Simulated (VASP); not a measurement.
C, 4 atoms in the cell. It takes space group C2/m (No. 12, monoclinic). The conventional cell has a = 4.272 Å, b = 2.467 Å, c = 8.707 Å, α = 90.00°, β = 90.00°, γ = 90.00°. C (site symmetry m) has 3 C at 1.42 Å within 1.9 Å. Within 1.9 Å of C (site symmetry m) lie 3 C at 1.42 Å.  This cell differs from its parent crystal: atoms displaced along several vibrational modes.

| Property | Result |
| --- | --- |
| Program | VASP 6.6.1 |
| Task | single point |
| Functional | PBE |
| Potentials or basis | VASP PAW PBE potentials, release 64 (C) |
| Cutoff | 520 eV |
| k mesh | 18 × 18 × 6 |
| Occupations | gaussian, width 0.15 eV |
| Spin | no spin polarisation |
| Dipole correction | no |
| Further INCAR settings | ALGO = Normal; EDIFF = 1e-06; NBANDS = 16 |

Potentials or basis: VASP PAW PBE potentials, release 64 (C).

Run with:

```console
$ cat potpaw_PBE.64/C/POTCAR > POTCAR
$ mpirun -np 1 vasp_std > vasp.out
```

Hardware: 1 thread of Intel(R) Xeon(R) 6975P-C (Granite Rapids) (shared host).

Question: Estimate the wall time of this run.

Answer: It took 3.3 min on 1 thread of Intel(R) Xeon(R) 6975P-C (Granite Rapids), on a shared host, peak memory 0.36 GiB. Counts: scf iterations 13, k points 524.
